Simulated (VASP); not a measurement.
# MgB2 (Fm-3m) in VASP: a series of runs, part 2 of 2

VASP 6.6.1.

### Step 5. Single point, PBE

This run uses another cell than the first one, of 12.37 Å³/atom, 1.310 times its volume.

Input file INCAR:

```
SYSTEM = MgB2
PREC     = Accurate       ! precision mode
ENCUT    = 520            ! plane-wave cutoff, eV
EDIFF    = 1E-7           ! SCF threshold, eV
ISMEAR   = 0              ! smearing method
SIGMA    = 0.1            ! smearing width, eV
LREAL    = .FALSE.        ! projectors in reciprocal space
LASPH    = .TRUE.         ! aspherical terms in the spheres
NELM     = 100            ! most SCF steps
ALGO     = Normal         ! electronic algorithm
ISIF     = 2              ! what is computed and relaxed
LWAVE    = .FALSE.        ! write WAVECAR
LCHARG   = .FALSE.        ! write CHGCAR
GGA      = PE             ! functional
NBANDS   = 11             ! bands
```

Input file KPOINTS:

```
regular mesh
0
G
  16 16 16
  0 0 0
```

Input file POSCAR:

```
MgB2
1.0
    0.0000000000      2.6477274154      2.6477274154
    2.6477274154      0.0000000000      2.6477274154
    2.6477274154      2.6477274154      0.0000000000
Mg B
1 2
Direct
    0.0000000000      0.0000000000      0.0000000000
    0.2500000000      0.2500000000      0.2500000000
    0.7500000000      0.7500000000      0.7500000000
```

Potentials or basis: VASP PAW PBE potentials, release 64 (Mg, B).

Command:

```bash
> cat potpaw_PBE.64/Mg/POTCAR potpaw_PBE.64/B/POTCAR > POTCAR
> mpirun -np 1 vasp_std > vasp.out
```

OUTCAR:

```text
SYSTEM = MgB2
   PREC = Accurate
   ENCUT = 520
   EDIFF = 1E-7
   ISMEAR = 0
   LREAL = .FALSE.
   LASPH = .TRUE.
   NELM = 100
   ISIF = 2
   GGA = PE

 ion  position               nearest neighbor table
   1  0.000  0.000  0.000-   3 2.29   3 2.29   3 2.29   2 2.29   3 2.29   2 2.29   2 2.29   2 2.29

   2  0.250  0.250  0.250-   1 2.29   1 2.29   1 2.29   1 2.29
   3  0.750  0.750  0.750-   1 2.29   1 2.29   1 2.29   1 2.29

  LATTYP: Found a face centered cubic cell.
 ALAT       =     5.2954548308

  Lattice vectors:

 A1 = (   0.0000000000,   2.6477274154,   2.6477274154)
 A2 = (   2.6477274154,   0.0000000000,   2.6477274154)
 A3 = (   2.6477274154,   2.6477274154,   0.0000000000)

Analysis of symmetry for initial positions (statically):
=====================================================================
 Subroutine PRICEL returns:
 Original cell was already a primitive cell.

 Routine SETGRP: Setting up the symmetry group for a
 face centered cubic supercell.

 Subroutine GETGRP returns: Found 48 space group operations
 (whereof 48 operations were pure point group operations)
 out of a pool of 48 trial point group operations.

The static configuration has the point symmetry O_h .

Analysis of symmetry for dynamics (positions and initial velocities):
=====================================================================
 Subroutine PRICEL returns:
 Original cell was already a primitive cell.

 Routine SETGRP: Setting up the symmetry group for a
 face centered cubic supercell.

 Subroutine GETGRP returns: Found 48 space group operations
 (whereof 48 operations were pure point group operations)
 out of a pool of 48 trial point group operations.

The dynamic configuration has the point symmetry O_h .

 Subroutine INISYM returns: Found 48 space group operations
 (whereof 48 operations are pure point group operations),
 and found     1 'primitive' translations

[... 117 lines left out ...]
  volume/ion in A,a.u.               =      12.37        83.51
  Fermi-wavevector in a.u.,A,eV,Ry     =   0.981495  1.854757 13.106941  0.963333
  Thomas-Fermi vector in A             =   2.112506
   LORBIT       =      0    0 simple, 1 ext, 2 COOP (PROOUT), +10 PAW based schemes
   GGA     = PE    functional components
   LHFCALC =     F    Hartree Fock is set to
   AEXX    =    0.0000 exact exchange contribution
   IVDW    =     0    specifies the selected vdW correction
   LEPSILON=     F    determine dielectric tensor
   LRPA    =     F    only Hartree local field effects (RPA)
 non-spin polarized calculation
 Gauss-broadening in eV      SIGMA  =   0.10
  energy-cutoff  :      520.00
  volume of cell :       37.12
 maximum number of plane-waves:      1018
   NGX = 13   NGY = 13   NGZ = 13

 number of electron       8.0000000 magnetization

 Free energy of the ion-electron system (eV)
  ---------------------------------------------------
  ext. energy  EPLUGINS =         0.00000000
  ---------------------------------------------------
  free energy    TOTEN  =        -9.93756810 eV

  energy without entropy =       -9.93049405  energy(sigma->0) =       -9.93403107

 E-fermi :   3.1197     XC(G=0): -10.0558

 val. band max:        3.1185776178   @ k =   0.4375   0.0625   0.0000
 cond. band min:       3.1270409886   @ k =  -0.4375   0.2500   0.0000
 fundamental gap:      0.0084633708
 Fermi energy:         3.1196917409

 k-point     1 :       0.0000    0.0000    0.0000
  band No.  band energies     occupation
      1      -7.2711      2.00000
      2       3.0443      1.71392
      3       3.0443      1.71392
      4       3.0443      1.71392
      5       3.7192      0.00000
      6       7.5848      0.00000
      7       7.5848      0.00000
      8       7.5848      0.00000
      9      11.3356      0.00000
     10      11.3356      0.00000
     11      11.3356      0.00000
[... 309 lines left out ...]
 k-point    24 :      -0.0625    0.0625    0.0000
  band No.  band energies     occupation
      1      -7.1286      2.00000
      2       1.9901      2.00000
      3       2.8153      1.99998
      4       3.1844      0.35977
      5       4.5917      0.00000
      6       7.0089      0.00000
      7       7.2375      0.00000
      8       7.6794      0.00000
      9      11.2752      0.00000
     10      11.4163      0.00000
     11      11.8412      0.00000

 [... further k-points ...]
[... 5 lines left out ...]
  --------------------------------------------------------------------------------------
  -------------------------------------------------------------------------------------
  Total       -0.0053993     -0.0053993     -0.0053993      0.0000000      0.0000000     -0.0000000
  in kB       -0.2330207     -0.2330207     -0.2330207      0.0000000      0.0000000     -0.0000000
  external PRESSURE =      -0.2330207 kB  Pullay stress =       0.0000000 kB

 VOLUME and BASIS-vectors are now :
 -----------------------------------------------------------------------------
  energy-cutoff  :      520.00
  volume of cell :       37.12
      direct lattice vectors                 reciprocal lattice vectors
     0.000000000  2.647727415  2.647727415    -0.188841192  0.188841192  0.188841192
     2.647727415  0.000000000  2.647727415     0.188841192 -0.188841192  0.188841192
     2.647727415  2.647727415  0.000000000     0.188841192  0.188841192 -0.188841192

 POSITION                                       TOTAL-FORCE (eV/Angst)
 -----------------------------------------------------------------------------------
      0.00000      0.00000      0.00000         0.000000      0.000000     -0.000000
      1.32386      1.32386      1.32386         0.000000      0.000000      0.000000
      3.97159      3.97159      3.97159        -0.000000     -0.000000     -0.000000
 -----------------------------------------------------------------------------------
    total drift:                                0.000000      0.000000     -0.000000

  FREE ENERGIE OF THE ION-ELECTRON SYSTEM (eV)
  ---------------------------------------------------
  free  energy   TOTEN  =        -9.9375680987 eV

  energy  without entropy=       -9.9304940452  energy(sigma->0) =       -9.93403107
```

It took 39 s on 1 thread of Intel Xeon 6975P-C (Granite Rapids), shared host; peak memory 0.2 GiB.

Results:

| Property | Result |
| --- | --- |
| Free energy | -9.9376 eV |
| Pressure | 0.0 GPa |
| Band gap on the k mesh | zero (band 4 reaches 4.28 eV, above the bottom of band 5 at 1.04 eV) |

### Step 6. Relaxation of cell and atoms, PBE

This run uses another cell than the first one, of 12.38 Å³/atom, 1.311 times its volume.

Input file INCAR:

```
ALGO = Normal ; EDIFF = 1E-6
EDIFFG = -0.01 ; ENCUT = 600
GGA = PE ; IBRION = 2
ISIF = 3 ; ISMEAR = 0
LASPH = T ; LCHARG = F
LREAL = F ; LWAVE = F
NELM = 60 ; NSW = 100
PREC = Accurate ; SIGMA = 0.1
```

Input file KPOINTS:

```
k-points
0
Gamma
  16 16 16
```

Input file POSCAR:

```
MgB2
1.0
    0.0000000000      2.6483878339      2.6483878339
    2.6483878339      0.0000000000      2.6483878339
    2.6483878339      2.6483878339      0.0000000000
Mg B
1 2
Direct
    0.0000000000      0.0000000000      0.0000000000
    0.2500000000      0.2500000000      0.2500000000
    0.7500000000      0.7500000000      0.7500000000
```

Potentials or basis: VASP PAW PBE potentials, release 64 (Mg, B).

Command:

```bash
> cat potpaw_PBE.64/Mg/POTCAR potpaw_PBE.64/B/POTCAR > POTCAR
> mpirun -np 1 vasp_std > vasp.out
```

Wall time 42 s (1 thread of Intel Xeon 6975P-C (Granite Rapids), shared host); peak memory 0.21 GiB.

The run converged. Its results:

| Item | Value |
| --- | --- |
| Free energy | -9.9384 eV |
| Pressure after relaxing | -0.1 GPa |
| Band gap on the k mesh | zero (band 4 reaches 4.28 eV, above the bottom of band 5 at 1.04 eV) |

Final structure:
```xyz
3
Lattice="0.0000 2.6484 2.6484 2.6484 0.0000 2.6484 2.6484 2.6484 0.0000" Properties=species:S:1:pos:R:3 pbc="T T T"
Mg    0.0000    0.0000    0.0000
B     1.3242    1.3242    1.3242
B     3.9726    3.9726    3.9726
```

Levels at points of the mesh, in eV from the Fermi level:
```csv
k point,band 1,band 2,band 3,band 4,band 5,band 6,band 7,band 8
"(0.00, 0.00, 0.00)",-10.39,-0.07,-0.07,-0.07,0.59,4.46,4.46,4.46
"(0.50, 0.00, 0.00)",-7.21,-6.99,0.89,0.89,1.01,1.01,2.62,3.21
"(0.50, 0.50, 0.00)",-6.76,-4.67,-3.33,-2.08,-2.08,5.08,5.78,5.78
```

Caveat: the relaxation stopped at its first step, so nothing moved.

### Step 7. Summary

```tsv
task	cell	k mesh	cutoff (eV)	gap on the mesh (eV)	pressure (GPa)
single point	a = 3.422 Å, angles 60.0°, 3 atoms	6 × 6 × 6	520	none	37.2
single point	a = 3.745 Å, angles 60.0°, 3 atoms	6 × 6 × 6	520	none	0.0
relaxation of cell and atoms	relaxed from a = 3.422 Å, angles 60.0°, 3 atoms	6 × 6 × 6	600	none	0.3
single point	a = 3.744 Å, angles 60.0°, 3 atoms	16 × 16 × 16	520	none	0.0
relaxation of cell and atoms	relaxed from a = 3.745 Å, angles 60.0°, 3 atoms	16 × 16 × 16	600	none	-0.1
```

Alike in all rows: level PBE; potentials or basis VASP PAW PBE potentials, release 64 (Mg, B); no spin polarisation; smearing gaussian 0.1 eV.

Caveats: some runs use coarse meshes; the volume moved by over 15 % at a fixed basis, so the end points are rough (some runs); the relaxation stopped at its first step, so nothing moved (some runs).

Absolute energies hang on the potentials; compare differences alone.
